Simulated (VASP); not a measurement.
# SbSe5 in VASP: a series of runs

SbSe5 is run at these levels: PBE; tasks: single point.

Everything below comes from runs of VASP 6.6.1. Logs are shortened: lines on timing, memory, paths and dates and some standing lists are left out, and cuts for length are marked.

### 1 The cell of the first run

Symmetry: R-3m, No. 166, trigonal system. Conventional cell: a = 6.168 Å, b = 6.168 Å, c = 14.788 Å, α = 90.00°, β = 90.00°, γ = 120.00°. Within 3.8 Å of Sb (site symmetry -3m) lie 8 Se at 2.92 to 3.08 Å. Within 3.5 Å of Se (site symmetry 2/m) lie 6 Se at 2.68 to 3.08 Å and 2 Sb at 3.08 Å. Within 3.5 Å of Se (site symmetry 3m) lie 3 Se at 2.68 Å and 1 Sb at 2.92 Å.

The cell was built from a structure type or drawn by symmetry, and may not be a known phase.

### 2 Single point, PBE

INCAR reads:

```
SYSTEM = SbSe5
PREC = Accurate
ENCUT = 500
EDIFF = 1E-6
ISMEAR = 0
SIGMA = 0.2
LREAL = .False.
LASPH = .True.
NELM = 120
ALGO = Normal
ISIF = 2
LWAVE = .False.
LCHARG = .False.
GGA = PE
NBANDS = 26
GGA_COMPAT = .False.
```

KPOINTS reads:

```
regular mesh
0
Gamma
  3 3 3
  0 0 0
```

POSCAR reads:

```
SbSe5
1.0
    3.0839523840      1.7805207405      4.9294363810
   -3.0839523840      1.7805207405      4.9294363810
    0.0000000000     -3.5610414767      4.9294363825
Sb Se
1 5
Direct
    0.0000000000      0.0000000000      0.0000000000
    0.5000000000      0.5000000000      0.0000000000
    0.0000000000      0.5000000000      0.5000000000
    0.5000000000      0.0000000000      0.5000000000
    0.8023548991      0.8023548991      0.8023548991
    0.1976451009      0.1976451009      0.1976451009
```

Potentials or basis: VASP PAW PBE potentials, release 64 (Sb, Se).

On the command line:

```sh
$ cat potpaw_PBE.64/Sb/POTCAR potpaw_PBE.64/Se/POTCAR > POTCAR
$ mpirun -np 1 vasp_std > vasp.out
```

OUTCAR:

```text
SYSTEM = SbSe5
   PREC = Accurate
   ENCUT = 500
   EDIFF = 1E-6
   ISMEAR = 0
   LREAL = .False.
   LASPH = .True.
   NELM = 120
   ISIF = 2
   GGA = PE

 ion  position               nearest neighbor table
   1  0.000  0.000  0.000-   5 2.92   6 2.92   3 3.08   4 3.08   3 3.08   4 3.08   2 3.08   2 3.08

   2  0.500  0.500  0.000-   5 2.68   6 2.68   1 3.08   1 3.08
   3  0.000  0.500  0.500-   5 2.68   6 2.68   1 3.08   1 3.08
   4  0.500  0.000  0.500-   5 2.68   6 2.68   1 3.08   1 3.08
   5  0.802  0.802  0.802-   3 2.68   4 2.68   2 2.68   1 2.92
   6  0.198  0.198  0.198-   3 2.68   4 2.68   2 2.68   1 2.92

  LATTYP: Found a trigonal (rhomboedric) cell.
 ALAT       =     6.0811478726
 COS(alpha) =     0.4856317003

  Lattice vectors:

 A1 = (   3.0839523840,   1.7805207405,   4.9294363810)
 A2 = (  -3.0839523840,   1.7805207405,   4.9294363810)
 A3 = (   0.0000000000,  -3.5610414767,   4.9294363825)

Analysis of symmetry for initial positions (statically):
=====================================================================
 Subroutine PRICEL returns:
 Original cell was already a primitive cell.

 Routine SETGRP: Setting up the symmetry group for a
 trigonal (rhombohedral) supercell.

 Subroutine GETGRP returns: Found 12 space group operations
 (whereof 12 operations were pure point group operations)
 out of a pool of 12 trial point group operations.

The static configuration has the point symmetry D_3d.

Analysis of symmetry for dynamics (positions and initial velocities):
=====================================================================
 Subroutine PRICEL returns:
 Original cell was already a primitive cell.

 Routine SETGRP: Setting up the symmetry group for a
 trigonal (rhombohedral) supercell.

 Subroutine GETGRP returns: Found 12 space group operations
 (whereof 12 operations were pure point group operations)
 out of a pool of 12 trial point group operations.

The dynamic configuration has the point symmetry D_3d.

 Subroutine INISYM returns: Found 12 space group operations
 (whereof 12 operations are pure point group operations),
 and found     1 'primitive' translations

----------------------------------------------------------------------------------------

                                     Primitive cell

  volume of cell :     162.4064

  direct lattice vectors                    reciprocal lattice vectors
     3.083952384  1.780520741  4.929436381     0.162129611  0.093605575  0.067620983
    -3.083952384  1.780520741  4.929436381    -0.162129611  0.093605575  0.067620983
     0.000000000 -3.561041477  4.929436382     0.000000000 -0.187211149  0.067620983

  length of vectors
     6.081147873  6.081147873  6.081147873     0.199049269  0.199049269  0.199049269

  position of ions in fractional coordinates (direct lattice)
     0.000000000  0.000000000  0.000000000
     0.500000000  0.500000000  0.000000000
     0.000000000  0.500000000  0.500000000
     0.500000000  0.000000000  0.500000000
     0.802354899  0.802354899  0.802354899
     0.197645101  0.197645101  0.197645101

  ion indices of the primitive-cell ions
   primitive index   ion index
                 1           1
                 2           2
                 3           3
                 4           4
                 5           5
                 6           6

----------------------------------------------------------------------------------------

 KPOINTS: regular mesh

Automatic generation of k-mesh.
 Grid dimensions read from file:
 generate k-points for:    3    3    3

 Generating k-lattice:

  Cartesian coordinates                     Fractional coordinates (reciprocal lattice)
     0.054043204  0.031201858  0.022540328     0.333333333  0.000000000  0.000000000
    -0.054043204  0.031201858  0.022540328     0.000000000  0.333333333  0.000000000
     0.000000000 -0.062403716  0.022540328     0.000000000  0.000000000  0.333333333

  Length of vectors
     0.066349756  0.066349756  0.066349756

  Shift w.r.t. Gamma in fractional coordinates (k-lattice)
     0.000000000  0.000000000  0.000000000

 Subroutine IBZKPT returns following result:
 ===========================================

 Found      6 irreducible k-points:

 Following reciprocal coordinates:
            Coordinates               Weight
  0.000000  0.000000  0.000000      1.000000
  0.333333  0.000000 -0.000000      6.000000
  0.333333  0.333333 -0.000000      6.000000
 -0.333333  0.333333  0.000000      6.000000
  0.333333  0.333333  0.333333      2.000000
 -0.333333  0.333333  0.333333      6.000000
   k-points           NKPTS =      6   k-points in BZ     NKDIM =      6   number of bands    NBANDS=     26
   number of dos      NEDOS =    301   number of ions     NIONS =      6
   total plane-waves  NPLWV = 110592
   dimension x,y,z NGX =    48 NGY =   48 NGZ =   48
   dimension x,y,z NGXF=    96 NGYF=   96 NGZF=   96
   ions per type =               1   5
   NGX,Y,Z   is equivalent  to a cutoff of  13.12, 13.12, 13.12 a.u.
   NGXF,Y,Z  is equivalent  to a cutoff of  26.24, 26.24, 26.24 a.u.
 SYSTEM =  SbSe5
   PREC   = accura    normal or accurate (medium, high low for compatibility)
   ISTART =      0    job   : 0-new  1-cont  2-samecut
   ICHARG =      2    charge: 1-file 2-atom 10-const
   ISPIN  =      1    spin polarized calculation?
   LNONCOLLINEAR =      F non collinear calculations
   LSORBIT =      F    spin-orbit coupling
   LASPH  =      T    aspherical Exc in radial PAW
   ENCUT  =  500.0 eV  36.75 Ry    6.06 a.u.  11.09 11.09 11.09*2*pi/ulx,y,z
   NELM   =    120;   NELMIN=  2; NELMDL= -5     # of ELM steps
   EDIFF  = 0.1E-05   stopping-criterion for ELM
   LREAL  =      F    real-space projection
   EDIFFG = 0.1E-04   stopping-criterion for IOM
   NSW    =      0    number of steps for IOM
   IBRION =     -1    ionic relax: 0-MD 1-quasi-New 2-CG
   NFREE  =      0    steps in history (QN), initial steepest desc. (CG)
   ISIF   =      2    stress and relaxation
   ISYM   =      2    0-nonsym 1-usesym 2-fastsym
   POTIM  = 0.5000    time-step for ionic-motion
   TEBEG  =    0.0;   TEEND  =   0.0 temperature during run
   PSTRESS=    0.0 pullay stress
   NELECT =      35.0000    total number of electrons
   NUPDOWN=      -1.0000    fix difference up-down
   EMIN   =  10.00;   EMAX   =-10.00  energy-range for DOS
   EFERMI =   0.00;   METHOD = LEGACY
   ISMEAR =     0;   SIGMA  =   0.20  broadening in eV -4-tet -1-fermi 0-gaus
   EFERMI_NEDOS =   21; number of points for ismear=-14 and -15
   IALGO  =     38    algorithm
   IMIX   =      4    mixing-type and parameters
     AMIX     =   0.40;   BMIX     =  1.00
     AMIX_MAG =   1.60;   BMIX_MAG =  1.00
  volume/ion in A,a.u.               =      27.07       182.66
  Fermi-wavevector in a.u.,A,eV,Ry     =   0.981514  1.854792 13.107437  0.963369
  Thomas-Fermi vector in A             =   2.112526
   LORBIT       =      0    0 simple, 1 ext, 2 COOP (PROOUT), +10 PAW based schemes
   GGA     = PE    functional components
   LHFCALC =     F    Hartree Fock is set to
   AEXX    =    0.0000 exact exchange contribution
   IVDW    =     0    specifies the selected vdW correction
   LEPSILON=     F    determine dielectric tensor
   LRPA    =     F    only Hartree local field effects (RPA)
 non-spin polarized calculation
 Gauss-broadening in eV      SIGMA  =   0.20
  energy-cutoff  :      500.00
  volume of cell :      162.41
 maximum number of plane-waves:      4146
 NGX is ok and might be reduce to    48
   NGX = 23   NGY = 23   NGZ = 23

 number of electron      35.0000003 magnetization

 Free energy of the ion-electron system (eV)
  ---------------------------------------------------
  ext. energy  EPLUGINS =         0.00000000
  ---------------------------------------------------
  free energy    TOTEN  =       -20.11540541 eV

  energy without entropy =      -20.04534251  energy(sigma->0) =      -20.08037396

 E-fermi :   4.1389     XC(G=0):  -9.0599

 val. band max:        3.8732205655   @ k =   0.3333   0.3333   0.3333
 cond. band min:       4.2246101587   @ k =   0.3333   0.0000  -0.0000
 fundamental gap:      0.3513895932
 Fermi energy:         4.1389318900

 k-point     1 :       0.0000    0.0000    0.0000
  band No.  band energies     occupation
      1     -11.6993      2.00000
      2      -9.1985      2.00000
      3      -8.6497      2.00000
      4      -8.6497      2.00000
      5      -7.9085      2.00000
      6      -5.1216      2.00000
[... 18 lines left out ...]
     25       8.2882      0.00000
     26      10.2280      0.00000

 k-point     2 :       0.3333    0.0000   -0.0000
  band No.  band energies     occupation
      1     -11.2925      2.00000
      2     -10.1453      2.00000
      3      -8.7012      2.00000
      4      -8.2331      2.00000
      5      -7.9496      2.00000
      6      -5.6761      2.00000
[... 18 lines left out ...]
     25       9.0949      0.00000
     26      10.4115      0.00000

 k-point     3 :       0.3333    0.3333   -0.0000
  band No.  band energies     occupation
      1     -11.2409      2.00000
      2     -10.0136      2.00000
      3      -8.7295      2.00000
      4      -8.5856      2.00000
      5      -8.0824      2.00000
      6      -5.3440      2.00000
[... 18 lines left out ...]
     25       9.3757      0.00000
     26       9.4063      0.00000

 k-point     4 :      -0.3333    0.3333    0.0000
  band No.  band energies     occupation
      1     -10.7107      2.00000
      2     -10.6887      2.00000
      3      -8.9673      2.00000
      4      -8.1906      2.00000
      5      -8.1636      2.00000
      6      -5.4716      2.00000
[... 18 lines left out ...]
     25       9.1420      0.00000
     26      10.5638      0.00000

 k-point     5 :       0.3333    0.3333    0.3333
  band No.  band energies     occupation
      1     -11.4658      2.00000
      2      -9.6031      2.00000
      3      -8.6553      2.00000
      4      -8.6553      2.00000
      5      -8.1398      2.00000
      6      -4.7939      2.00000
[... 18 lines left out ...]
     25       8.5720      0.00000
     26       8.5720      0.00000

 k-point     6 :      -0.3333    0.3333    0.3333
  band No.  band energies     occupation
      1     -11.0723      2.00000
      2     -10.2206      2.00000
      3      -8.7183      2.00000
      4      -8.5532      2.00000
      5      -8.2587      2.00000
      6      -5.0939      2.00000
[... 18 lines left out ...]
     25       9.0039      0.00000
     26       9.0878      0.00000

------------------------ aborting loop because EDIFF is reached ----------------------------------------

  FORCE on cell =-STRESS in cart. coord.  units (eV):
  Direction    XX          YY          ZZ          XY          YZ          ZX
  --------------------------------------------------------------------------------------
  -------------------------------------------------------------------------------------
  Total       -0.0249600     -0.0249600     -0.0113697      0.0000000      0.0000000      0.0000000
  in kB       -0.2462365     -0.2462365     -0.1121650      0.0000000      0.0000000      0.0000000
  external PRESSURE =      -0.2015460 kB  Pullay stress =       0.0000000 kB

 VOLUME and BASIS-vectors are now :
 -----------------------------------------------------------------------------
  energy-cutoff  :      500.00
  volume of cell :      162.41
      direct lattice vectors                 reciprocal lattice vectors
     3.083952384  1.780520741  4.929436381     0.162129611  0.093605575  0.067620983
    -3.083952384  1.780520741  4.929436381    -0.162129611  0.093605575  0.067620983
     0.000000000 -3.561041477  4.929436382     0.000000000 -0.187211149  0.067620983

 POSITION                                       TOTAL-FORCE (eV/Angst)
 -----------------------------------------------------------------------------------
      0.00000      0.00000      0.00000         0.000000      0.000000      0.000000
      0.00000      1.78052      4.92944        -0.000000      0.000000      0.000000
     -1.54198     -0.89026      4.92944        -0.000000      0.000000      0.000000
      1.54198     -0.89026      4.92944         0.000000      0.000000      0.000000
      0.00000      0.00000     11.86547         0.000000      0.000000      0.015423
      0.00000      0.00000      2.92284         0.000000     -0.000000     -0.015423
 -----------------------------------------------------------------------------------
    total drift:                                0.000000      0.000000     -0.000000

  FREE ENERGIE OF THE ION-ELECTRON SYSTEM (eV)
  ---------------------------------------------------
  free  energy   TOTEN  =       -20.1154054089 eV

  energy  without entropy=      -20.0453425114  energy(sigma->0) =      -20.08037396
```

Run time: 19 s. Hardware: 1 thread of AMD EPYC 9R45 (Zen 5), shared host; peak memory 0.28 GiB.

Results:

```
Free energy            : -20.1154 eV
Pressure               : 0.0 GPa
Largest force          : 0.015 eV/Å
Band gap on the k mesh : zero (an odd number of electrons rules out a gap without spin polarisation)
```

Forces on the atoms (eV/Å):
```
Sb   0.000  0.000  0.000
Se   0.000  0.000  0.000
Se   0.000  0.000  0.000
Se   0.000  0.000  0.000
Se   0.000  0.000  0.015
Se   0.000  0.000 -0.015
```

Caveat: the k points lie up to 0.42 Å⁻¹ apart, too coarse for converged energies and pressures of a metal; spin-orbit coupling is left out, which moves the levels of the heavy elements.

### 3 Single point, PBE

This run uses another cell than the first one, of 29.03 Å³/atom.

INCAR reads:

```
ALGO = Normal
EDIFF = 1E-6
ENCUT = 500
GGA = PE
GGA_COMPAT = False
ISIF = 2
ISMEAR = 0
LASPH = True
LCHARG = False
LREAL = False
LWAVE = False
NBANDS = 26
NELM = 120
PREC = Accurate
SIGMA = 0.2
```

KPOINTS reads:

```
k-points
0
Gamma
  3 3 3
```

POSCAR reads:

```
SbSe5
1.0
    3.6904732667      2.1306957329      3.6918330729
   -3.6904732667      2.1306957329      3.6918330729
    0.0000000000     -4.2613914690      3.6918330711
Sb Se
1 5
Direct
    0.5000000000      0.5000000000      0.5000000000
    0.5004203829      0.0000000000      0.4995796171
    0.1947305355      0.1947305355      0.1947305355
    0.0000000000      0.4995796171      0.5004203829
    0.4995796171      0.5004203829      0.0000000000
    0.8052694645      0.8052694645      0.8052694645
```

Potentials or basis: VASP PAW PBE potentials, release 64 (Sb, Se).

On the command line:

```sh
$ cat potpaw_PBE.64/Sb/POTCAR potpaw_PBE.64/Se/POTCAR > POTCAR
$ mpirun -np 1 vasp_std > vasp.out
```

Wall time 14 s (1 thread of AMD EPYC 9R45 (Zen 5), shared host); peak memory 0.22 GiB.

Results (log left out):

- Free energy: -21.2141 eV
- Pressure: 0.3 GPa
- Largest force: 0.017 eV/Å
- Band gap on the k mesh: zero (an odd number of electrons rules out a gap without spin polarisation)

Forces on the atoms (eV/Å):
```
Sb   0.000  0.000  0.000
Se  -0.001 -0.002  0.000
Se   0.000  0.000 -0.017
Se  -0.001  0.002  0.000
Se   0.003  0.000  0.000
Se   0.000  0.000  0.017
```

Stress tensor (GPa, compression positive):
```
 0.61  0.00  0.00
 0.00  0.61  0.00
 0.00  0.00 -0.25
```

Levels at points of the mesh, in eV from the Fermi level:
| k point | band 15 | band 16 | band 17 | band 18 | band 19 | band 20 | band 21 | band 22 |
| --- | --- | --- | --- | --- | --- | --- | --- | --- |
| (0.00, 0.00, 0.00) | -1.29 | -1.16 | -1.16 | -0.49 | 2.82 | 2.82 | 2.96 | 5.21 |

Caveat: the k points lie up to 0.38 Å⁻¹ apart, too coarse for converged energies and pressures of a metal; spin-orbit coupling is left out, which moves the levels of the heavy elements.

### 4 Single point, PBE

This run uses another cell than the first one, of 29.07 Å³/atom.

INCAR reads:

```
SYSTEM = SbSe5
  PREC = Accurate
  ENCUT = 500
  EDIFF = 1E-6
  ISMEAR = 0
  SIGMA = 0.1
  LREAL = .False.
  LASPH = .True.
  NELM = 120
  ALGO = Normal
  ISIF = 2
  LWAVE = .False.
  LCHARG = .False.
  GGA = PE
  NBANDS = 26
  GGA_COMPAT = .False.
```

KPOINTS reads:

```
Automatic mesh
0
Gamma
  3 3 3
  0 0 0
```

POSCAR reads:

```
SbSe5
1.0
    3.7006915544      2.1365952651      3.6769687147
   -3.7006915544      2.1365952651      3.6769687147
    0.0000000000     -4.2731905303      3.6769687147
Sb Se
1 5
Direct
    0.5000000000      0.5000000000      0.5000000000
    0.5000000000      0.5000000000      0.0000000000
    0.0000000000      0.5000000000      0.5000000000
    0.5000000000      0.0000000000      0.5000000000
    0.1949701059      0.1949701059      0.1949701059
    0.8050298941      0.8050298941      0.8050298941
```

On the command line:

```sh
$ cat potpaw_PBE.64/Sb/POTCAR potpaw_PBE.64/Se/POTCAR > POTCAR
$ mpirun -np 1 vasp_std > vasp.out
```

Wall time 16 s (1 thread of AMD EPYC 9R45 (Zen 5), shared host); peak memory 0.22 GiB.

Results (log left out):

* Free energy: -21.1986 eV
* Pressure: 0.3 GPa
* Largest force: 0.029 eV/Å
* Band gap on the k mesh: zero (an odd number of electrons rules out a gap without spin polarisation)

Forces in eV/Å, atoms in the order of the input:
```
Sb   0.000  0.000  0.000
Se   0.000  0.000  0.000
Se   0.000  0.000  0.000
Se   0.000  0.000  0.000
Se   0.000  0.000 -0.029
Se   0.000  0.000  0.029
```

Stress tensor (GPa, compression positive):
```
 0.47  0.00  0.00
 0.00  0.47  0.00
 0.00  0.00 -0.15
```

Levels at points of the mesh, in eV from the Fermi level:
| k point | band 14 | band 15 | band 16 | band 17 | band 18 | band 19 | band 20 | band 21 | band 22 | band 23 |
| --- | --- | --- | --- | --- | --- | --- | --- | --- | --- | --- |
| (0.00, 0.00, 0.00) | -1.21 | -1.21 | -1.08 | -1.08 | -0.43 | 2.90 | 2.90 | 3.01 | 5.27 | 5.27 |

Caveat: the k points lie up to 0.38 Å⁻¹ apart, too coarse for converged energies and pressures of a metal; spin-orbit coupling is left out, which moves the levels of the heavy elements.

### 5 Overview

```tsv
cell	smearing	gap on the mesh (eV)	pressure (GPa)	largest force (eV/Å)
a = 6.081 Å, angles 60.9°, 6 atoms, atomic positions A	gaussian 0.2 eV	none	0.0	0.02
a = 5.638 Å, angles 81.8°, 6 atoms, atomic positions B	gaussian 0.2 eV	none	0.3	0.02
a = 5.637 Å, angles 82.1°, 6 atoms, atomic positions B	gaussian 0.1 eV	none	0.3	0.03
```

Alike in all rows: task single point; level PBE; potentials or basis VASP PAW PBE potentials, release 64 (Sb, Se); no spin polarisation; k mesh 3 × 3 × 3; cutoff (eV) 500.

Caveats: all runs use coarse meshes; spin-orbit coupling is left out, which moves the levels of the heavy elements.

Total energies depend on the potentials used, so only differences within one code and one set of settings carry meaning.
